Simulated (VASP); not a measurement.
# MgZn2O3 (P-3m1) in VASP: settings compared, part 2 of 2

VASP 6.6.1. The steps go on from the part before.

### 4 Single point, BLYP+D3(BJ)

This run uses another cell than the first one, of 9.69 Å³/atom.

The input, INCAR:

```
  PREC = Accurate
  ENCUT = 520
  EDIFF = 1E-7
  ISMEAR = 0
  SIGMA = 0.01
  LREAL = F
  LASPH = T
  NELM = 80
  ALGO = Normal
  ISIF = 2
  LWAVE = F
  LCHARG = F
  GGA = B5
  ALDAX = 1.0
  AGGAX = 1.0
  AGGAC = 1.0
  ALDAC = 0.0
  IVDW = 12
  VDW_S6 = 1.0
  VDW_S8 = 2.6996
  VDW_A1 = 0.4298
  VDW_A2 = 4.2359
  NBANDS = 31
```

The input, KPOINTS:

```
regular mesh
0
Gamma
  12 12 4
```

The input, POSCAR:

```
MgZn2O3
1.0
    3.0181971421     -0.0000000029      0.0000000000
   -1.5090985686      2.6138354001      0.0000000000
    0.0000000000      0.0000000000      7.3698739526
Mg Zn O
1 2 3
Direct
    0.0000000000      0.0000000000      0.0000000000
    0.3333333333      0.6666666667      0.6695633442
    0.6666666667      0.3333333333      0.3304366558
    0.3333333333      0.6666666667      0.1589032910
    0.6666666667      0.3333333333      0.8410967090
    0.0000000000      0.0000000000      0.5000000000
```

Potentials or basis: VASP PAW PBE potentials, release 64 (Mg, Zn, O).

Run with:

```
$ cat potpaw_PBE.64/Mg/POTCAR potpaw_PBE.64/Zn/POTCAR potpaw_PBE.64/O/POTCAR > POTCAR
$ mpirun -np 1 vasp_std > vasp.out
```

OUTCAR:

```text
PREC = Accurate
   ENCUT = 520
   EDIFF = 1E-7
   ISMEAR = 0
   LREAL = F
   LASPH = T
   NELM = 80
   ISIF = 2
   GGA = B5
   IVDW = 12
 IVDW          = 12

 ion  position               nearest neighbor table
   1  0.000  0.000  0.000-   4 2.10   5 2.10   4 2.10   5 2.10   5 2.10   4 2.10   2 2.99   3 2.99
                             2 2.99   3 2.99   2 2.99   3 2.99
   2  0.333  0.667  0.670-   6 2.14   6 2.14   6 2.14   5 2.15   5 2.15   5 2.15   1 2.99   1 2.99
                             1 2.99   3 3.05   3 3.05   3 3.05
   3  0.667  0.333  0.330-   6 2.14   6 2.14   6 2.14   4 2.15   4 2.15   4 2.15   1 2.99   1 2.99
                             1 2.99   2 3.05   2 3.05   2 3.05
   4  0.333  0.667  0.159-   1 2.10   1 2.10   1 2.10   3 2.15   3 2.15   3 2.15
   5  0.667  0.333  0.841-   1 2.10   1 2.10   1 2.10   2 2.15   2 2.15   2 2.15
   6  0.000  0.000  0.500-   2 2.14   3 2.14   2 2.14   3 2.14   3 2.14   2 2.14

  LATTYP: Found a hexagonal cell.
 ALAT       =     3.0181971421
 C/A-ratio  =     2.4418133096

  Lattice vectors:

 A1 = (   3.0181971421,  -0.0000000029,   0.0000000000)
 A2 = (  -1.5090985686,   2.6138354001,   0.0000000000)
 A3 = (   0.0000000000,   0.0000000000,   7.3698739526)

Analysis of symmetry for initial positions (statically):
[... 190 lines left out ...]
  band No.  band energies     occupation
      1     -14.8281      2.00000
      2     -13.9426      2.00000
      3     -13.7959      2.00000
      4      -2.9922      2.00000
      5      -2.2029      2.00000
      6      -2.1381      2.00000
[... 805 lines left out ...]
     30      17.4592      0.00000
     31      17.4805      0.00000

 [... further k-points ...]

------------------------ aborting loop because EDIFF is reached ----------------------------------------

 Edisp (eV)   -3.56408

 E8    (eV) :    -2.4544

  FORCE on cell =-STRESS in cart. coord.  units (eV):
  Direction    XX          YY          ZZ          XY          YZ          ZX
  --------------------------------------------------------------------------------------
  -------------------------------------------------------------------------------------
  Total       0.20783     0.20783     0.21347    -0.00000    -0.00000    -0.00000
  in kB       5.72718     5.72718     5.88240    -0.00000    -0.00000    -0.00000
  external pressure =        5.78 kB  Pullay stress =        0.00 kB

 VOLUME and BASIS-vectors are now :
 -----------------------------------------------------------------------------
  energy-cutoff  :      520.00
  volume of cell :       58.14
      direct lattice vectors                 reciprocal lattice vectors
     3.018197142 -0.000000003  0.000000000     0.331323619  0.191289780  0.000000000
    -1.509098569  2.613835400  0.000000000     0.000000000  0.382579561  0.000000000
     0.000000000  0.000000000  7.369873953     0.000000000  0.000000000  0.135687531

 POSITION                                       TOTAL-FORCE (eV/Angst)
 -----------------------------------------------------------------------------------
      0.00000      0.00000      0.00000         0.000000     -0.000000      0.000000
      0.00000      1.74256      4.93460        -0.000000     -0.000000      0.010080
      1.50910      0.87128      2.43528         0.000000      0.000000     -0.010080
      0.00000      1.74256      1.17110        -0.000000     -0.000000     -0.065034
      1.50910      0.87128      6.19878         0.000000      0.000000      0.065034
      0.00000      0.00000      3.68494         0.000000     -0.000000      0.000000
 -----------------------------------------------------------------------------------
    total drift:                               -0.000000      0.000000      0.000000

  FREE ENERGIE OF THE ION-ELECTRON SYSTEM (eV)
  ---------------------------------------------------
  free  energy   TOTEN  =       -30.4001672000 eV

  energy  without entropy=      -30.4001672000  energy(sigma->0) =      -30.40016720
```

stdout:

```text
POSCAR found type information on POSCAR MgZnO
 POSCAR found :  3 types and       6 ions
 scaLAPACK will be used
 -----------------------------------------------------------------------------
|                                                                             |
|                                                                             |
|     You enforced a specific xc type in the INCAR file but a different       |
|     I HOPE YOU KNOW WHAT YOU ARE DOING!                                     |
|                                                                             |
 -----------------------------------------------------------------------------

 LDA part: xc-table for (Slater(with rela. corr.)+VWN5), standard interpolation
 POSCAR, INCAR and KPOINTS ok, starting setup
 FFT: planning ... GRIDC
 FFT: planning ... GRID_SOFT
 FFT: planning ... GRID
 WAVECAR not read
 entering main loop
```

Run time: 2.1 min. Hardware: 1 thread of AMD EPYC 9R45 (Zen 5), shared host; peak memory 0.23 GiB.

What came out:

```yaml
Free_energy: -30.4002 eV
Pressure: 0.6 GPa
Largest_force: 0.065 eV/Å
Band_gap_on_the_k_mesh: 2.07 eV
Dispersion_energy_per_atom: -0.594 eV
```

Forces in eV/Å, atoms in the order of the input:
```
Mg   0.000  0.000  0.000
Zn   0.000  0.000  0.010
Zn   0.000  0.000 -0.010
O    0.000  0.000 -0.065
O    0.000  0.000  0.065
O    0.000  0.000  0.000
```

Levels at points of the mesh, in eV from the valence-band top:
```csv
k point,band 19,band 20,band 21,band 22,band 23,band 24,band 25,band 26
"(0.00, 0.00, 0.00)",-0.90,-0.90,0.00,0.00,2.07,5.75,6.07,10.65
"(0.50, 0.00, 0.00)",-1.56,-1.13,-0.71,-0.33,5.24,7.27,7.55,9.16
"(0.00, 0.00, 0.50)",-0.54,-0.54,-0.10,-0.10,3.35,4.38,6.50,10.53
"(0.50, 0.00, 0.50)",-2.06,-1.50,-0.15,-0.11,5.67,6.41,7.32,9.81
```

Caveat: the PAW data sets were made with another functional, which shifts forces and pressure a little.

### 5 Relaxation of cell and atoms, PBEsol

This run uses another cell than the first one, of 10.02 Å³/atom.

The input, INCAR:

```
PREC = Accurate
ENCUT = 600
EDIFF = 1E-6
ISMEAR = 0
SIGMA = 0.01
LREAL = False
LASPH = True
NELM = 60
ALGO = Normal
ISIF = 3
LWAVE = False
LCHARG = False
GGA = PS
IBRION = 2
NSW = 80
EDIFFG = -0.005
```

KPOINTS is that of step 4.

The input, POSCAR:

```
MgZn2O3
1.0
    3.0525990100      0.0000000000      0.0000000000
   -1.5262995000      2.6436282900      0.0000000000
    0.0000000000      0.0000000000      7.4520430000
Mg Zn O
1 2 3
Direct
    0.0000000000      0.0000000000      0.0000000000
    0.3333333300      0.6666666700      0.6684160000
    0.6666666700      0.3333333300      0.3315840000
    0.3333333300      0.6666666700      0.1607000000
    0.6666666700      0.3333333300      0.8393000000
    0.0000000000      0.0000000000      0.5000000000
```

Run with:

```
$ cat potpaw_PBE.64/Mg/POTCAR potpaw_PBE.64/Zn/POTCAR potpaw_PBE.64/O/POTCAR > POTCAR
$ mpirun -np 1 vasp_std > vasp.out
```

Run time: 7.3 min. Hardware: 1 thread of AMD EPYC 9R45 (Zen 5), shared host; peak memory 0.25 GiB.

Results (log left out):

- Free energy: -31.5140 eV
- Relaxed volume: 9.60 Å³/atom
- Relaxed cell: a = 3.011 Å, b = 3.011 Å, c = 7.340 Å, α = 90.00°, β = 90.00°, γ = 120.00°
- Space group after relaxing (to 0.1 Å): P-3m1 (No. 164)
- Energy gained by relaxing: 9.6 meV/atom
- Ionic steps: 13
- Pressure after relaxing: 0.0 GPa
- Largest force after relaxing: 0.005 eV/Å
- Band gap on the k mesh: 1.84 eV

Forces on the atoms (eV/Å):
```
Mg   0.000  0.000  0.000
Zn   0.000  0.000 -0.005
Zn   0.000  0.000  0.005
O    0.000  0.000 -0.004
O    0.000  0.000  0.004
O    0.000  0.000  0.000
```

Step by step:
```
step  energy change (eV)  largest force (eV/Å)  pressure (GPa)  volume (Å³)
   1              0.0000                0.0776           -7.01        60.14
   2             -0.0427                0.0500            4.13        56.40
   3             -0.0575                0.0092            0.03        57.61
   4             -0.0574                0.0103           -0.12        57.66
   5             -0.0575                0.0020           -0.21        57.66
   6             -0.0575                0.0051           -0.19        57.66
   7             -0.0575                0.0053           -0.15        57.64
   8             -0.0575                0.0052            0.06        57.56
   9             -0.0575                0.0050            0.12        57.59
  10             -0.0575                0.0051            0.04        57.61
  11             -0.0575                0.0051           -0.06        57.62
  12             -0.0575                0.0056            0.01        57.62
  13             -0.0575                0.0050           -0.05        57.62
```

Final structure:
```
Mg Zn O
1.0
     3.01074    0.00000    0.00000
    -1.50537    2.60737    0.00000
     0.00000    0.00000    7.33972
Mg Zn O
1 2 3
Direct
  0.00000 0.00000 0.00000
  0.33333 0.66667 0.66859
  0.66667 0.33333 0.33141
  0.33333 0.66667 0.16099
  0.66667 0.33333 0.83901
  0.00000 0.00000 0.50000
```

Levels at points of the mesh, in eV from the valence-band top:
```csv
k point,band 19,band 20,band 21,band 22,band 23,band 24,band 25,band 26
"(0.00, 0.00, 0.00)",-0.94,-0.94,0.00,0.00,1.84,5.52,5.62,10.46
"(0.50, 0.00, 0.00)",-1.66,-1.19,-0.73,-0.33,5.24,6.91,7.35,9.03
"(0.00, 0.00, 0.50)",-0.58,-0.58,-0.10,-0.10,3.21,4.12,5.98,10.45
"(0.50, 0.00, 0.50)",-2.13,-1.55,-0.15,-0.11,5.67,5.97,7.30,9.46
```

Caveat: the PAW data sets were made with another functional, which shifts forces and pressure a little.

### 6 Summary

```csv
task,level,cell,cutoff (eV),gap on the mesh (eV),pressure (GPa),largest force (eV/Å)
single point,PBEsol+D3(BJ),"a = 2.986, b = 2.986, c = 7.279 Å, angles 90.0, 90.0, 120.0°, 6 atoms, atomic positions A",520,1.98,0.8,0.08
single point,PBEsol,"a = 3.009, b = 3.009, c = 7.334 Å, angles 90.0, 90.0, 120.0°, 6 atoms, atomic positions A",520,1.85,0.6,0.07
single point,BLYP+D3(BJ),"a = 3.018, b = 3.018, c = 7.370 Å, angles 90.0, 90.0, 120.0°, 6 atoms, atomic positions B",520,2.07,0.6,0.07
relaxation of cell and atoms,PBEsol,"relaxed from a = 3.053, b = 3.053, c = 7.452 Å, angles 90.0, 90.0, 120.0°, 6 atoms, atomic positions A",600,1.84,0.0,-
```

Alike in all rows: potentials or basis VASP PAW PBE potentials, release 64 (Mg, Zn, O); no spin polarisation; k mesh 12 × 12 × 4; smearing gaussian 0.01 eV.

Caveats: the PAW data sets were made with another functional, which shifts forces and pressure a little.

Total energies depend on the potentials used, so only differences within one code and one set of settings carry meaning.
